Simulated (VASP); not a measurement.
# LaSi2C2 (P4_2/mmc) in VASP: further runs

Runs on LaSi2C2. Level: PBE. Tasks: single point.

Everything below comes from runs of VASP 6.6.1. Logs are shortened: lines on timing, memory, paths and dates and some standing lists are left out, and cuts for length are marked.

## 1. The cell of the first run

It takes space group P4_2/mmc (No. 131, tetragonal). Conventional cell: a = 4.152 Å, b = 4.152 Å, c = 8.609 Å, α = 90.00°, β = 90.00°, γ = 90.00°. C (site symmetry m2m) has 1 C at 1.44 Å and 2 Si at 1.77 Å within 1.9 Å. La (site symmetry -4m2) has 16 C at 3.08 to 4.55 Å and 16 Si at 3.13 to 4.39 Å and 6 La at 4.15 to 4.30 Å within 4.6 Å. Si (site symmetry m2m) has 2 C at 1.77 Å and 2 Si at 1.88 to 2.28 Å within 2.4 Å.

## 2. Single point, PBE

Contents of INCAR:

```
SYSTEM = LaSi2C2
PREC = Accurate ; ENCUT = 520
EDIFF = 1E-6 ; ISMEAR = -1
SIGMA = 0.1 ; LREAL = .False.
LASPH = .True. ; NELM = 100
ALGO = Normal ; ISIF = 2
LWAVE = .False. ; LCHARG = .True.
GGA = PE ; LELF = .True.
LVHAR = .True. ; NBANDS = 38
```

Contents of KPOINTS:

```
Automatic mesh
0
Gamma
  4 4 2
  0 0 0
```

Contents of POSCAR:

```
LaSi2C2
1.0
    4.1524660000      0.0000000000      0.0000000000
    0.0000000000      4.1524660000      0.0000000000
    0.0000000000      0.0000000000      8.6092660000
C La Si
4 2 4
Direct
    0.1730000000      0.5000000000      0.2500000000
    0.5000000000      0.8270000000      0.7500000000
    0.8270000000      0.5000000000      0.2500000000
    0.5000000000      0.1730000000      0.7500000000
    0.0000000000      0.0000000000      0.0000000000
    0.0000000000      0.0000000000      0.5000000000
    0.5000000000      0.2260000000      0.2500000000
    0.2260000000      0.5000000000      0.7500000000
    0.5000000000      0.7740000000      0.2500000000
    0.7740000000      0.5000000000      0.7500000000
```

Potentials or basis: VASP PAW PBE potentials, release 64 (C, La, Si).

Run with:

```sh
$ cat potpaw_PBE.64/C/POTCAR potpaw_PBE.64/La/POTCAR potpaw_PBE.64/Si/POTCAR > POTCAR
$ mpirun -np 1 vasp_std > vasp.out
```

OUTCAR:

```text
SYSTEM = LaSi2C2
   PREC = Accurate
   ENCUT = 520
   EDIFF = 1E-6
   ISMEAR = -1
   LREAL = .False.
   LASPH = .True.
   NELM = 100
   ISIF = 2
   GGA = PE

 ion  position               nearest neighbor table
   1  0.173  0.500  0.250-   3 1.44   7 1.77   9 1.77
   2  0.500  0.827  0.750-   4 1.44   8 1.77  10 1.77
   3  0.827  0.500  0.250-   1 1.44   7 1.77   9 1.77
   4  0.500  0.173  0.750-   2 1.44   8 1.77  10 1.77
   5  0.000  0.000  0.000-   7 3.13   8 3.13   9 3.13  10 3.13   8 3.13  10 3.13   7 3.13   9 3.13

   6  0.000  0.000  0.500-   7 3.13   8 3.13   9 3.13  10 3.13   8 3.13  10 3.13   7 3.13   9 3.13

   7  0.500  0.226  0.250-   1 1.77   3 1.77   9 1.88   9 2.28   6 3.13   5 3.13   5 3.13   6 3.13

   8  0.226  0.500  0.750-   2 1.77   4 1.77  10 1.88  10 2.28   6 3.13   5 3.13   5 3.13   6 3.13

   9  0.500  0.774  0.250-   1 1.77   3 1.77   7 1.88   7 2.28   5 3.13   6 3.13   5 3.13   6 3.13

  10  0.774  0.500  0.750-   2 1.77   4 1.77   8 1.88   8 2.28   5 3.13   5 3.13   6 3.13   6 3.13

  LATTYP: Found a simple tetragonal cell.
 ALAT       =     4.1524660000
 C/A-ratio  =     2.0732899439

  Lattice vectors:

 A1 = (   4.1524660000,   0.0000000000,   0.0000000000)
 A2 = (   0.0000000000,   4.1524660000,   0.0000000000)
 A3 = (   0.0000000000,   0.0000000000,   8.6092660000)

Analysis of symmetry for initial positions (statically):
=====================================================================
 Subroutine PRICEL returns:
 Original cell was already a primitive cell.

 Routine SETGRP: Setting up the symmetry group for a
 simple tetragonal supercell.

 Subroutine GETGRP returns: Found 16 space group operations
 (whereof  8 operations were pure point group operations)
 out of a pool of 16 trial point group operations.

The static configuration has the point symmetry D_2d.
 The point group associated with its full space group is D_4h.

Analysis of symmetry for dynamics (positions and initial velocities):
=====================================================================
 Subroutine PRICEL returns:
 Original cell was already a primitive cell.

 Routine SETGRP: Setting up the symmetry group for a
 simple tetragonal supercell.

 Subroutine GETGRP returns: Found 16 space group operations
 (whereof  8 operations were pure point group operations)
 out of a pool of 16 trial point group operations.

The dynamic configuration has the point symmetry D_2d.
 The point group associated with its full space group is D_4h.

 Subroutine INISYM returns: Found 16 space group operations
 (whereof  8 operations are pure point group operations),
 and found     1 'primitive' translations

----------------------------------------------------------------------------------------

                                     Primitive cell

  volume of cell :     148.4493

  direct lattice vectors                    reciprocal lattice vectors
     4.152466000  0.000000000  0.000000000     0.240820756  0.000000000  0.000000000
     0.000000000  4.152466000  0.000000000     0.000000000  0.240820756  0.000000000
     0.000000000  0.000000000  8.609266000     0.000000000  0.000000000  0.116153921

  length of vectors
     4.152466000  4.152466000  8.609266000     0.240820756  0.240820756  0.116153921

  position of ions in fractional coordinates (direct lattice)
     0.173000000  0.500000000  0.250000000
     0.500000000  0.827000000  0.750000000
     0.827000000  0.500000000  0.250000000
     0.500000000  0.173000000  0.750000000
     0.000000000  0.000000000  0.000000000
     0.000000000  0.000000000  0.500000000
     0.500000000  0.226000000  0.250000000
     0.226000000  0.500000000  0.750000000
     0.500000000  0.774000000  0.250000000
     0.774000000  0.500000000  0.750000000

  ion indices of the primitive-cell ions
   primitive index   ion index
                 1           1
                 2           2
                 3           3
                 4           4
                 5           5
                 6           6
                 7           7
                 8           8
                 9           9
                10          10

----------------------------------------------------------------------------------------

 KPOINTS: Automatic mesh

Automatic generation of k-mesh.
 Grid dimensions read from file:
 generate k-points for:    4    4    2

 Generating k-lattice:

  Cartesian coordinates                     Fractional coordinates (reciprocal lattice)
     0.060205189  0.000000000  0.000000000     0.250000000  0.000000000  0.000000000
     0.000000000  0.060205189  0.000000000     0.000000000  0.250000000  0.000000000
     0.000000000  0.000000000  0.058076960     0.000000000  0.000000000  0.500000000

  Length of vectors
     0.060205189  0.060205189  0.058076960

  Shift w.r.t. Gamma in fractional coordinates (k-lattice)
     0.000000000  0.000000000  0.000000000

 Subroutine IBZKPT returns following result:
 ===========================================

 Found     12 irreducible k-points:

 Following reciprocal coordinates:
            Coordinates               Weight
  0.000000  0.000000  0.000000      1.000000
  0.250000  0.000000  0.000000      4.000000
  0.500000  0.000000  0.000000      2.000000
  0.250000  0.250000  0.000000      4.000000
  0.500000  0.250000  0.000000      4.000000
  0.500000  0.500000  0.000000      1.000000
  0.000000  0.000000  0.500000      1.000000
  0.250000  0.000000  0.500000      4.000000
  0.500000  0.000000  0.500000      2.000000
  0.250000  0.250000  0.500000      4.000000
  0.500000  0.250000  0.500000      4.000000
  0.500000  0.500000  0.500000      1.000000
   k-points           NKPTS =     12   k-points in BZ     NKDIM =     12   number of bands    NBANDS=     38
   number of dos      NEDOS =    301   number of ions     NIONS =     10
   total plane-waves  NPLWV =  65536
   dimension x,y,z NGX =    32 NGY =   32 NGZ =   64
   dimension x,y,z NGXF=    64 NGYF=   64 NGZF=  128
   ions per type =               4   2   4
   NGX,Y,Z   is equivalent  to a cutoff of  12.81, 12.81, 12.36 a.u.
   NGXF,Y,Z  is equivalent  to a cutoff of  25.62, 25.62, 24.72 a.u.
 SYSTEM =  LaSi2C2
   PREC   = accura    normal or accurate (medium, high low for compatibility)
   ISTART =      0    job   : 0-new  1-cont  2-samecut
   ICHARG =      2    charge: 1-file 2-atom 10-const
   ISPIN  =      1    spin polarized calculation?
   LNONCOLLINEAR =      F non collinear calculations
   LSORBIT =      F    spin-orbit coupling
   LASPH  =      T    aspherical Exc in radial PAW
   ENCUT  =  520.0 eV  38.22 Ry    6.18 a.u.   7.72  7.72 16.01*2*pi/ulx,y,z
   NELM   =    100;   NELMIN=  2; NELMDL= -5     # of ELM steps
   EDIFF  = 0.1E-05   stopping-criterion for ELM
   LREAL  =      F    real-space projection
   EDIFFG = 0.1E-04   stopping-criterion for IOM
   NSW    =      0    number of steps for IOM
   IBRION =     -1    ionic relax: 0-MD 1-quasi-New 2-CG
   NFREE  =      0    steps in history (QN), initial steepest desc. (CG)
   ISIF   =      2    stress and relaxation
   ISYM   =      2    0-nonsym 1-usesym 2-fastsym
   POTIM  = 0.5000    time-step for ionic-motion
   TEBEG  =    0.0;   TEEND  =   0.0 temperature during run
   PSTRESS=    0.0 pullay stress
   NELECT =      54.0000    total number of electrons
   NUPDOWN=      -1.0000    fix difference up-down
   EMIN   =  10.00;   EMAX   =-10.00  energy-range for DOS
   EFERMI =   0.00;   METHOD = LEGACY
   ISMEAR =    -1;   SIGMA  =   0.10  broadening in eV -4-tet -1-fermi 0-gaus
   EFERMI_NEDOS =   21; number of points for ismear=-14 and -15
   IALGO  =     38    algorithm
   IMIX   =      4    mixing-type and parameters
     AMIX     =   0.40;   BMIX     =  1.00
     AMIX_MAG =   1.60;   BMIX_MAG =  1.00
  volume/ion in A,a.u.               =      14.84       100.18
  Fermi-wavevector in a.u.,A,eV,Ry     =   1.168638  2.208406 18.581676  1.365715
  Thomas-Fermi vector in A             =   2.305122
   LORBIT       =      0    0 simple, 1 ext, 2 COOP (PROOUT), +10 PAW based schemes
   GGA     = PE    functional components
   LHFCALC =     F    Hartree Fock is set to
   AEXX    =    0.0000 exact exchange contribution
   IVDW    =     0    specifies the selected vdW correction
   LEPSILON=     F    determine dielectric tensor
   LRPA    =     F    only Hartree local field effects (RPA)
 non-spin polarized calculation
  energy-cutoff  :      520.00
  volume of cell :      148.45
 maximum number of plane-waves:      4016
 NGX is ok and might be reduce to    32
   NGX = 15   NGY = 15   NGZ = 33

 number of electron      54.0000000 magnetization

 Free energy of the ion-electron system (eV)
  ---------------------------------------------------
  ext. energy  EPLUGINS =         0.00000000
  ---------------------------------------------------
  free energy    TOTEN  =       -63.08064939 eV

  energy without entropy =      -62.98490461  energy(sigma->0) =      -63.03277700

 E-fermi :   9.6029     XC(G=0): -10.6873

 val. band max:        9.3893884902   @ k =   0.2500   0.0000   0.5000
 cond. band min:       9.6328740614   @ k =   0.2500   0.0000   0.0000
 fundamental gap:      0.2434855712
 Fermi energy:         9.6029127523

 k-point     1 :       0.0000    0.0000    0.0000
  band No.  band energies     occupation
      1     -23.3757      2.00000
      2     -23.3556      2.00000
      3      -8.6105      2.00000
      4      -7.3243      2.00000
      5      -7.2241      2.00000
      6      -7.1091      2.00000
[... 30 lines left out ...]
     37      11.4984      0.00000
     38      11.5589      0.00000

 k-point     2 :       0.2500    0.0000    0.0000
  band No.  band energies     occupation
      1     -23.3638      2.00000
      2     -23.3447      2.00000
      3      -8.3212      2.00000
      4      -7.7740      2.00000
      5      -7.2376      2.00000
      6      -7.1855      2.00000
[... 402 lines left out ...]
 k-point    12 :       0.5000    0.5000    0.5000
  band No.  band energies     occupation
      1     -23.3207      2.00000
      2     -23.3207      2.00000
      3      -7.6146      2.00000
      4      -7.6146      2.00000
      5      -7.4643      2.00000
      6      -7.4643      2.00000
[... 30 lines left out ...]
     37      11.6584      0.00000
     38      11.6710      0.00000

------------------------ aborting loop because EDIFF is reached ----------------------------------------

  FORCE on cell =-STRESS in cart. coord.  units (eV):
  Direction    XX          YY          ZZ          XY          YZ          ZX
  --------------------------------------------------------------------------------------
  -------------------------------------------------------------------------------------
  Total       34.1226917     34.1226917     -3.0901400      0.0000000      0.0000000     -0.0000000
  in kB      368.2778236    368.2778236    -33.3511210      0.0000000      0.0000000     -0.0000000
  external PRESSURE =     234.4015087 kB  Pullay stress =       0.0000000 kB

 VOLUME and BASIS-vectors are now :
 -----------------------------------------------------------------------------
  energy-cutoff  :      520.00
  volume of cell :      148.45
      direct lattice vectors                 reciprocal lattice vectors
     4.152466000  0.000000000  0.000000000     0.240820756  0.000000000  0.000000000
     0.000000000  4.152466000  0.000000000     0.000000000  0.240820756  0.000000000
     0.000000000  0.000000000  8.609266000     0.000000000  0.000000000  0.116153921

 POSITION                                       TOTAL-FORCE (eV/Angst)
 -----------------------------------------------------------------------------------
      0.71838      2.07623      2.15232        -1.944025      0.000000     -0.000000
      2.07623      3.43409      6.45695         0.000000      1.944025      0.000000
      3.43409      2.07623      2.15232         1.944025      0.000000     -0.000000
      2.07623      0.71838      6.45695         0.000000     -1.944025      0.000000
      0.00000      0.00000      0.00000         0.000000      0.000000     -0.000000
      0.00000      0.00000      4.30463         0.000000      0.000000     -0.000000
      2.07623      0.93846      2.15232        -0.000000      4.267110     -0.000000
      0.93846      2.07623      6.45695         4.267110      0.000000     -0.000000
      2.07623      3.21401      2.15232         0.000000     -4.267110     -0.000000
      3.21401      2.07623      6.45695        -4.267110      0.000000     -0.000000
 -----------------------------------------------------------------------------------
    total drift:                                0.000000      0.000000     -0.000000

  FREE ENERGIE OF THE ION-ELECTRON SYSTEM (eV)
  ---------------------------------------------------
  free  energy   TOTEN  =       -63.0806493923 eV

  energy  without entropy=      -62.9849046135  energy(sigma->0) =      -63.03277700
```

It took 46 s on 1 thread of Intel Xeon 6975P-C (Granite Rapids), shared host; peak memory 0.27 GiB.

Results:

* Free energy: -63.0806 eV
* Pressure: 23.4 GPa
* Largest force: 4.267 eV/Å
* Band gap on the k mesh: zero (bands 27 and 28 overlap by 1.20 eV)

Forces on the atoms (eV/Å):
```
C   -1.944  0.000  0.000
C    0.000  1.944  0.000
C    1.944  0.000  0.000
C    0.000 -1.944  0.000
La   0.000  0.000  0.000
La   0.000  0.000  0.000
Si   0.000  4.267  0.000
Si   4.267  0.000  0.000
Si   0.000 -4.267  0.000
Si  -4.267  0.000  0.000
```

Levels at points of the mesh, in eV from the Fermi level:
```tsv
k point	band 25	band 26	band 27	band 28	band 29	band 30
(0.00, 0.00, 0.00)	-1.40	-0.59	-0.59	-0.32	-0.32	0.74
(0.50, 0.00, 0.00)	-1.50	-0.93	0.54	0.71	0.93	1.03
(0.50, 0.50, 0.00)	-1.05	-1.05	-0.88	0.93	1.50	1.67
(0.00, 0.00, 0.50)	-0.61	-0.61	-0.54	-0.54	-0.52	-0.52
(0.50, 0.00, 0.50)	-1.46	-0.67	0.28	0.50	0.52	0.88
(0.50, 0.50, 0.50)	-1.05	-1.05	0.66	0.66	1.14	1.14
```

Caveat: the k points lie up to 0.38 Å⁻¹ apart, too coarse for converged energies and pressures of a metal; spin-orbit coupling is left out, which moves the levels of the heavy elements; forces of over 1 eV/Å act on the atoms, so gaps and moduli don't describe the material at rest.

## 3. Single point, PBE

Contents of INCAR:

```
  PREC = Accurate
  ENCUT = 520
  EDIFF = 1E-7
  ISMEAR = -1
  SIGMA = 0.1
  LREAL = F
  LASPH = T
  NELM = 100
  ALGO = Normal
  ISIF = 2
  LWAVE = F
  LCHARG = F
  GGA = PE
  NBANDS = 38
```

Contents of KPOINTS:

```
regular mesh
0
Gamma
  4 4 2
```

POSCAR is that of step 2.

Potentials or basis: VASP PAW PBE potentials, release 64 (C, La, Si).

Run with:

```sh
$ cat potpaw_PBE.64/C/POTCAR potpaw_PBE.64/La/POTCAR potpaw_PBE.64/Si/POTCAR > POTCAR
$ mpirun -np 1 vasp_std > vasp.out
```

It took 50 s on 1 thread of Intel Xeon 6975P-C (Granite Rapids), shared host; peak memory 0.28 GiB.

The run converged. Its results:

| Property | Result |
| --- | --- |
| Free energy | -63.0806 eV |
| Pressure | 23.4 GPa |
| Largest force | 4.267 eV/Å |
| Band gap on the k mesh | zero (bands 27 and 28 overlap by 1.20 eV) |

Forces in eV/Å, atoms in the order of the input:
```
C   -1.944  0.000  0.000
C    0.000  1.944  0.000
C    1.944  0.000  0.000
C    0.000 -1.944  0.000
La   0.000  0.000  0.000
La   0.000  0.000  0.000
Si   0.000  4.267  0.000
Si   4.267  0.000  0.000
Si   0.000 -4.267  0.000
Si  -4.267  0.000  0.000
```

Stress tensor (GPa, compression positive):
```
36.84  0.00  0.00
 0.00 36.84  0.00
 0.00  0.00 -3.34
```

Levels at points of the mesh, in eV from the Fermi level:
| k point | band 25 | band 26 | band 27 | band 28 | band 29 | band 30 |
| --- | --- | --- | --- | --- | --- | --- |
| (0.00, 0.00, 0.00) | -1.40 | -0.59 | -0.59 | -0.32 | -0.32 | 0.74 |
| (0.50, 0.00, 0.00) | -1.50 | -0.93 | 0.54 | 0.71 | 0.93 | 1.03 |
| (0.50, 0.50, 0.00) | -1.05 | -1.05 | -0.88 | 0.93 | 1.50 | 1.67 |
| (0.00, 0.00, 0.50) | -0.61 | -0.61 | -0.54 | -0.54 | -0.52 | -0.52 |
| (0.50, 0.00, 0.50) | -1.46 | -0.67 | 0.28 | 0.50 | 0.52 | 0.88 |
| (0.50, 0.50, 0.50) | -1.04 | -1.04 | 0.66 | 0.66 | 1.14 | 1.14 |

Caveat: the k points lie up to 0.38 Å⁻¹ apart, too coarse for converged energies and pressures of a metal; spin-orbit coupling is left out, which moves the levels of the heavy elements; forces of over 1 eV/Å act on the atoms, so gaps and moduli don't describe the material at rest.

## 4. Single point, PBE

Contents of INCAR:

```
SYSTEM = LaSi2C2
  ALGO = Normal
  EDIFF = 1E-6
  ENCUT = 520
  GGA = PE
  ISIF = 2
  ISMEAR = -1
  LASPH = .True.
  LCHARG = .False.
  LREAL = .False.
  LWAVE = .False.
  NBANDS = 38
  NELM = 60
  PREC = Accurate
  SIGMA = 0.005
```

Contents of KPOINTS:

```
k-points
0
Gamma
  4 4 2
  0 0 0
```

POSCAR is that of step 3.

Run with:

```sh
$ cat potpaw_PBE.64/C/POTCAR potpaw_PBE.64/La/POTCAR potpaw_PBE.64/Si/POTCAR > POTCAR
$ mpirun -np 1 vasp_std > vasp.out
```

Run time: 48 s. Hardware: 1 thread of Intel Xeon 6975P-C (Granite Rapids), shared host; peak memory 0.27 GiB.

Results (log left out):

* Free energy: -63.0286 eV
* Pressure: 23.4 GPa
* Largest force: 4.212 eV/Å
* Band gap on the k mesh: zero (bands 27 and 28 overlap by 1.20 eV)

Forces in eV/Å, atoms in the order of the input:
```
C   -1.930  0.000  0.000
C    0.000  1.930  0.000
C    1.930  0.000  0.000
C    0.000 -1.930  0.000
La   0.000  0.000  0.000
La   0.000  0.000  0.000
Si   0.000  4.212  0.000
Si   4.212  0.000  0.000
Si   0.000 -4.212  0.000
Si  -4.212  0.000  0.000
```

Stress tensor (GPa, compression positive):
```
36.97  0.00  0.00
 0.00 36.97  0.00
 0.00  0.00 -3.77
```

Levels at points of the mesh, in eV from the Fermi level:
| k point | band 24 | band 25 | band 26 | band 27 | band 28 | band 29 | band 30 | band 31 |
| --- | --- | --- | --- | --- | --- | --- | --- | --- |
| (0.00, 0.00, 0.00) | -1.81 | -1.44 | -0.65 | -0.65 | -0.36 | -0.36 | 0.68 | 1.05 |
| (0.50, 0.00, 0.00) | -2.77 | -1.54 | -0.98 | 0.49 | 0.66 | 0.88 | 0.98 | 1.39 |
| (0.50, 0.50, 0.00) | -2.70 | -1.09 | -1.09 | -0.93 | 0.88 | 1.45 | 1.62 | 1.62 |
| (0.00, 0.00, 0.50) | -2.48 | -0.66 | -0.66 | -0.59 | -0.59 | -0.57 | -0.57 | 1.47 |
| (0.50, 0.00, 0.50) | -3.31 | -1.51 | -0.72 | 0.23 | 0.44 | 0.47 | 0.83 | 1.41 |
| (0.50, 0.50, 0.50) | -2.86 | -1.09 | -1.09 | 0.61 | 0.61 | 1.10 | 1.10 | 1.70 |

Caveat: the k points lie up to 0.38 Å⁻¹ apart, too coarse for converged energies and pressures of a metal; spin-orbit coupling is left out, which moves the levels of the heavy elements; forces of over 1 eV/Å act on the atoms, so gaps and moduli don't describe the material at rest.

The gap in the log of VASP goes by the Fermi energy; the results here count the filled bands.